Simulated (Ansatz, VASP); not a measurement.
One calculation of SrO, two programs

```
Sr O
1.0
     4.27547    0.00000    0.00000
    -2.13773    3.70266    0.00000
     0.00000    0.00000    5.15559
Sr O
2 2
Direct
  0.33333 0.66667 0.93813
  0.66667 0.33333 0.43813
  0.33333 0.66667 0.43687
  0.66667 0.33333 0.93687
```

Alike in both runs: task relaxation of cell and atoms; functional PBE; k mesh 6 × 6 × 6; occupations gaussian, width 0.02 eV; no spin polarisation.

```csv
,VASP,Ansatz
version,VASP 6.6.1,Ansatz 0.2.0
potentials or method,"VASP PAW PBE potentials, release 64 (Sr_sv, O), cutoff 600 eV","scalar-relativistic, plane waves, PAW"
valence electrons in the cell,32,32
```

Ansatz gave:

* gap on the k mesh at the Fermi level, each at its own relaxed structure (eV): 2.61
* relaxed volume (Å³/atom): 20.65
* relaxed cell length with the largest relative difference (Å): 4.290

Problem. What did VASP give for the same quantities?

Solution. gap on the k mesh at the Fermi level, each at its own relaxed structure (eV): 2.58; relaxed volume (Å³/atom): 20.78; relaxed cell length with the largest relative difference (Å): 4.299.
